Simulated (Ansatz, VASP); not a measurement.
Two plane-wave programs on Sb

```xyz
2
Lattice="0.0000 3.4709 3.4709 3.4709 0.0000 3.4709 3.4709 3.4709 0.0000" Properties=species:S:1:pos:R:3 pbc="T T T"
Sb    0.0000    0.0000    0.0000
Sb    1.7354    1.7354    1.7354
```

Alike in both runs: functional r2SCAN; k mesh 14 × 14 × 14; occupations gaussian, width 0.1 eV; no spin polarisation.

Ansatz relaxed the structure, and its values are those at the end. VASP's run is a single point on that final structure, the one shown.

|  | VASP | Ansatz |
| --- | --- | --- |
| version | VASP 6.6.1 | Ansatz 0.2.0 |
| potentials or method | VASP PAW PBE potentials, release 64 (Sb), cutoff 520 eV | scalar-relativistic, plane waves, PAW |
| valence electrons in the cell | 10 | 30 |

|  | VASP | Ansatz | Ansatz less VASP |
| --- | --- | --- | --- |
| gap on the k mesh at the Fermi level (eV) | none | none | - |
| pressure (GPa) | 0.0 | 0.0 | -0.05 |

VASP's potentials were made for PBE, not for r2SCAN. A gap of «none» marks a metal or a gap that the smearing closes. VASP's potentials hold 10 valence electrons a cell and Ansatz's 30, so a difference there can come from the potentials and not from the codes.

Neither program's run includes spin-orbit coupling.
